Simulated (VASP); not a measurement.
# BeTe (F-43m) in VASP: relaxation of cell and atoms with LDA

Aim: the relaxation of cell and atoms of BeTe with LDA.

Everything below comes from runs of VASP 6.6.1. Logs are shortened: lines on timing, memory, paths and dates and some standing lists are left out, and cuts for length are marked.

## (1) The cell of the first run

Symmetry: F-43m, No. 216, cubic system. The conventional cell has a = 5.540 Å, b = 5.540 Å, c = 5.540 Å, α = 90.00°, β = 90.00°, γ = 90.00°. Be (site symmetry -43m) has 4 Te at 2.40 Å within 3.2 Å. Within 3.2 Å of Te (site symmetry -43m) lie 4 Be at 2.40 Å.

## (2) Relaxation of cell and atoms, LDA

The input, INCAR:

```
PREC = Accurate ; ENCUT = 600
EDIFF = 1E-7 ; ISMEAR = -1
SIGMA = 0.08 ; LREAL = False
LASPH = True ; NELM = 80
ALGO = Normal ; ISIF = 3
LWAVE = False ; LCHARG = False
GGA = CA ; IBRION = 2
NSW = 100 ; EDIFFG = -0.002
```

The input, KPOINTS:

```
Automatic mesh
0
Gamma
  16 16 16
```

The input, POSCAR:

```
BeTe
1.0
    0.0000000000      2.7700000000      2.7700000000
    2.7700000000      0.0000000000      2.7700000000
    2.7700000000      2.7700000000      0.0000000000
Be Te
1 1
Direct
    0.0000000000      0.0000000000      0.0000000000
    0.7500000000      0.7500000000      0.7500000000
```

Potentials or basis: VASP PAW LDA potentials, release 64 (Be, Te).

On the command line:

```sh
$ cat potpaw_LDA.64/Be/POTCAR potpaw_LDA.64/Te/POTCAR > POTCAR
$ mpirun -np 1 vasp_std > vasp.out
```

OUTCAR:

```text
PREC = Accurate
   ENCUT = 600
   EDIFF = 1E-7
   ISMEAR = -1
   LREAL = False
   LASPH = True
   NELM = 80
   ISIF = 3
   GGA = CA
   IBRION = 2
   NSW = 100
   EDIFFG = -0.002

 ion  position               nearest neighbor table
   1  0.000  0.000  0.000-   2 2.40   2 2.40   2 2.40   2 2.40
   2  0.750  0.750  0.750-   1 2.40   1 2.40   1 2.40   1 2.40

  LATTYP: Found a face centered cubic cell.
 ALAT       =     5.5400000000

  Lattice vectors:

 A1 = (   0.0000000000,   2.7700000000,   2.7700000000)
 A2 = (   2.7700000000,   0.0000000000,   2.7700000000)
 A3 = (   2.7700000000,   2.7700000000,   0.0000000000)

Analysis of symmetry for initial positions (statically):
=====================================================================
 Subroutine PRICEL returns:
 Original cell was already a primitive cell.

 Routine SETGRP: Setting up the symmetry group for a
 face centered cubic supercell.

 Subroutine GETGRP returns: Found 24 space group operations
 (whereof 24 operations were pure point group operations)
 out of a pool of 48 trial point group operations.

The static configuration has the point symmetry T_d .

Analysis of symmetry for dynamics (positions and initial velocities):
=====================================================================
 Subroutine PRICEL returns:
 Original cell was already a primitive cell.

 Routine SETGRP: Setting up the symmetry group for a
 face centered cubic supercell.

 Subroutine GETGRP returns: Found 24 space group operations
 (whereof 24 operations were pure point group operations)
 out of a pool of 48 trial point group operations.

The dynamic configuration has the point symmetry T_d .

 Subroutine INISYM returns: Found 24 space group operations
 (whereof 24 operations are pure point group operations),
 and found     1 'primitive' translations

----------------------------------------------------------------------------------------

                                     Primitive cell

  volume of cell :      42.5079

  direct lattice vectors                    reciprocal lattice vectors
     0.000000000  2.770000000  2.770000000    -0.180505415  0.180505415  0.180505415
     2.770000000  0.000000000  2.770000000     0.180505415 -0.180505415  0.180505415
     2.770000000  2.770000000  0.000000000     0.180505415  0.180505415 -0.180505415

  length of vectors
     3.917371568  3.917371568  3.917371568     0.312644550  0.312644550  0.312644550

  position of ions in fractional coordinates (direct lattice)
     0.000000000  0.000000000  0.000000000
     0.750000000  0.750000000  0.750000000

  ion indices of the primitive-cell ions
   primitive index   ion index
                 1           1
                 2           2

----------------------------------------------------------------------------------------

 KPOINTS: Automatic mesh

Automatic generation of k-mesh.
 Grid dimensions read from file:
 generate k-points for:   16   16   16

 Generating k-lattice:

  Cartesian coordinates                     Fractional coordinates (reciprocal lattice)
    -0.011281588  0.011281588  0.011281588     0.062500000  0.000000000  0.000000000
     0.011281588 -0.011281588  0.011281588     0.000000000  0.062500000  0.000000000
     0.011281588  0.011281588 -0.011281588     0.000000000  0.000000000  0.062500000

  Length of vectors
     0.019540284  0.019540284  0.019540284

  Shift w.r.t. Gamma in fractional coordinates (k-lattice)
     0.000000000  0.000000000  0.000000000

 Subroutine IBZKPT returns following result:
 ===========================================

 Found    145 irreducible k-points:

 Following reciprocal coordinates:
            Coordinates               Weight
  0.000000  0.000000  0.000000      1.000000
  0.062500  0.000000  0.000000      8.000000
  0.125000  0.000000  0.000000      8.000000
  0.187500  0.000000  0.000000      8.000000
  0.250000  0.000000  0.000000      8.000000
  0.312500  0.000000  0.000000      8.000000
[... 16 lines left out ...]
 -0.125000  0.062500  0.000000     24.000000
 -0.062500  0.062500  0.000000     12.000000
 [... further k-points ...]
   k-points           NKPTS =    145   k-points in BZ     NKDIM =    145   number of bands    NBANDS=      8
   number of dos      NEDOS =    301   number of ions     NIONS =      2
   total plane-waves  NPLWV =  32768
   dimension x,y,z NGX =    32 NGY =   32 NGZ =   32
   dimension x,y,z NGXF=    64 NGYF=   64 NGZF=   64
   ions per type =               1   1
   NGX,Y,Z   is equivalent  to a cutoff of  13.58, 13.58, 13.58 a.u.
   NGXF,Y,Z  is equivalent  to a cutoff of  27.16, 27.16, 27.16 a.u.
 SYSTEM =  unknown system
   PREC   = accura    normal or accurate (medium, high low for compatibility)
   ISTART =      0    job   : 0-new  1-cont  2-samecut
   ICHARG =      2    charge: 1-file 2-atom 10-const
   ISPIN  =      1    spin polarized calculation?
   LNONCOLLINEAR =      F non collinear calculations
   LSORBIT =      F    spin-orbit coupling
   LASPH  =      T    aspherical Exc in radial PAW
   ENCUT  =  600.0 eV  44.10 Ry    6.64 a.u.   7.82  7.82  7.82*2*pi/ulx,y,z
   NELM   =     80;   NELMIN=  2; NELMDL= -5     # of ELM steps
   EDIFF  = 0.1E-06   stopping-criterion for ELM
   LREAL  =      F    real-space projection
   EDIFFG = -.2E-02   stopping-criterion for IOM
   NSW    =    100    number of steps for IOM
   IBRION =      2    ionic relax: 0-MD 1-quasi-New 2-CG
   NFREE  =      1    steps in history (QN), initial steepest desc. (CG)
   ISIF   =      3    stress and relaxation
   ISYM   =      2    0-nonsym 1-usesym 2-fastsym
   POTIM  = 0.5000    time-step for ionic-motion
   TEBEG  =    0.0;   TEEND  =   0.0 temperature during run
   PSTRESS=    0.0 pullay stress
   NELECT =       8.0000    total number of electrons
   NUPDOWN=      -1.0000    fix difference up-down
   EMIN   =  10.00;   EMAX   =-10.00  energy-range for DOS
   EFERMI =   0.00;   METHOD = LEGACY
   ISMEAR =    -1;   SIGMA  =   0.08  broadening in eV -4-tet -1-fermi 0-gaus
   EFERMI_NEDOS =   21; number of points for ismear=-14 and -15
   IALGO  =     38    algorithm
   IMIX   =      4    mixing-type and parameters
     AMIX     =   0.40;   BMIX     =  1.00
     AMIX_MAG =   1.60;   BMIX_MAG =  1.00
  volume/ion in A,a.u.               =      21.25       143.43
  Fermi-wavevector in a.u.,A,eV,Ry     =   0.938170  1.772885 11.975354  0.880164
  Thomas-Fermi vector in A             =   2.065355
   LORBIT       =      0    0 simple, 1 ext, 2 COOP (PROOUT), +10 PAW based schemes
   GGA     = CA    functional components
   LHFCALC =     F    Hartree Fock is set to
   AEXX    =    0.0000 exact exchange contribution
   IVDW    =     0    specifies the selected vdW correction
   LEPSILON=     F    determine dielectric tensor
   LRPA    =     F    only Hartree local field effects (RPA)
 conjugate gradient relaxation of ions
 non-spin polarized calculation
  energy-cutoff  :      600.00
  volume of cell :       42.51
 maximum number of plane-waves:      1435
   NGX = 15   NGY = 15   NGZ = 15

--------------------------------------- Ionic step        1  -------------------------------------------

 number of electron       8.0000000 magnetization

 Free energy of the ion-electron system (eV)
  ---------------------------------------------------
  ext. energy  EPLUGINS =         0.00000000
  ---------------------------------------------------
  free energy    TOTEN  =        -8.72619780 eV

  energy without entropy =       -8.72619751  energy(sigma->0) =       -8.72619766

------------------------ aborting loop because EDIFF is reached ----------------------------------------

  FORCE on cell =-STRESS in cart. coord.  units (eV):
  Direction    XX          YY          ZZ          XY          YZ          ZX
  --------------------------------------------------------------------------------------
  -------------------------------------------------------------------------------------
  Total        0.2090076      0.2090076      0.2090076      0.0000000      0.0000000      0.0000000
  in kB        7.8777704      7.8777704      7.8777704      0.0000000      0.0000000      0.0000000
  external PRESSURE =       7.8777704 kB  Pullay stress =       0.0000000 kB
[... 57 lines left out ...]
  energy  without entropy=       -8.7273598962  energy(sigma->0) =       -8.72736002

--------------------------------------- Ionic step        3  -------------------------------------------

 number of electron       8.0000000 magnetization

 Free energy of the ion-electron system (eV)
  ---------------------------------------------------
  ext. energy  EPLUGINS =         0.00000000
  ---------------------------------------------------
  free energy    TOTEN  =        -8.72744158 eV

  energy without entropy =       -8.72744133  energy(sigma->0) =       -8.72744145

 E-fermi :   6.2810     XC(G=0):  -9.4152

 val. band max:        5.3700982550   @ k =   0.0000   0.0000   0.0000
 cond. band min:       7.1506061714   @ k =   0.5000   0.5000   0.0000
 fundamental gap:      1.7805079164
 Fermi energy:         6.2809657370

 k-point     1 :       0.0000    0.0000    0.0000
  band No.  band energies     occupation
      1      -7.1989      2.00000
      2       5.3701      1.99998
      3       5.3701      1.99998
      4       5.3701      1.99998
      5       8.9233      0.00000
      6       8.9233      0.00000
      7       8.9233      0.00000
      8       9.3705      0.00000
[... 243 lines left out ...]
 k-point    24 :      -0.0625    0.0625    0.0000
  band No.  band energies     occupation
      1      -7.0950      2.00000
      2       4.4828      2.00000
      3       4.9475      2.00000
      4       5.3069      1.99999
      5       9.0387      0.00000
      6       9.0436      0.00000
      7       9.2745      0.00000
      8      10.2413      0.00000

 [... further k-points ...]

------------------------ aborting loop because EDIFF is reached ----------------------------------------

  FORCE on cell =-STRESS in cart. coord.  units (eV):
  Direction    XX          YY          ZZ          XY          YZ          ZX
  --------------------------------------------------------------------------------------
  -------------------------------------------------------------------------------------
  Total       -0.0003018     -0.0003018     -0.0003018      0.0000000      0.0000000      0.0000000
  in kB       -0.0112414     -0.0112414     -0.0112414      0.0000000      0.0000000      0.0000000
  external PRESSURE =      -0.0112414 kB  Pullay stress =       0.0000000 kB
[... 17 lines left out ...]
  FREE ENERGIE OF THE ION-ELECTRON SYSTEM (eV)
  ---------------------------------------------------
  free  energy   TOTEN  =        -8.7274415758 eV

  energy  without entropy=       -8.7274413269  energy(sigma->0) =       -8.72744145

 reached required accuracy - stopping structural energy minimisation
```

Wall time 31 s (1 thread of Intel Xeon 6975P-C (Granite Rapids), shared host); peak memory 0.21 GiB.

What came out:

- Free energy: -8.7274 eV
- Relaxed volume: 21.51 Å³/atom
- Relaxed cell: a = 3.933 Å, b = 3.933 Å, c = 3.933 Å, α = 60.00°, β = 60.00°, γ = 60.00°
- Space group after relaxing (to 0.05 Å): F-43m (No. 216)
- Energy gained by relaxing: 0.6 meV/atom
- Ionic steps: 3
- Pressure after relaxing: 0.0 GPa
- Band gap on the k mesh: 1.78 eV, indirect (least direct gap 3.55 eV)

The path:
| step | energy change (eV) | largest force (eV/Å) | pressure (GPa) | volume (Å³) |
| --- | --- | --- | --- | --- |
| 1 | 0.0000 | 0.0000 | 0.79 | 42.51 |
| 2 | -0.0012 | 0.0000 | -0.19 | 43.15 |
| 3 | -0.0012 | 0.0000 | 0.00 | 43.02 |

Final structure:
```
CELL_PARAMETERS angstrom
0.00000 2.78109 2.78109
2.78109 0.00000 2.78109
2.78109 2.78109 0.00000
ATOMIC_POSITIONS crystal
Be 0.00000 0.00000 0.00000
Te 0.75000 0.75000 0.75000
```

Caveat: spin-orbit coupling is left out, which moves the levels of the heavy elements. A k mesh can miss the band edges.
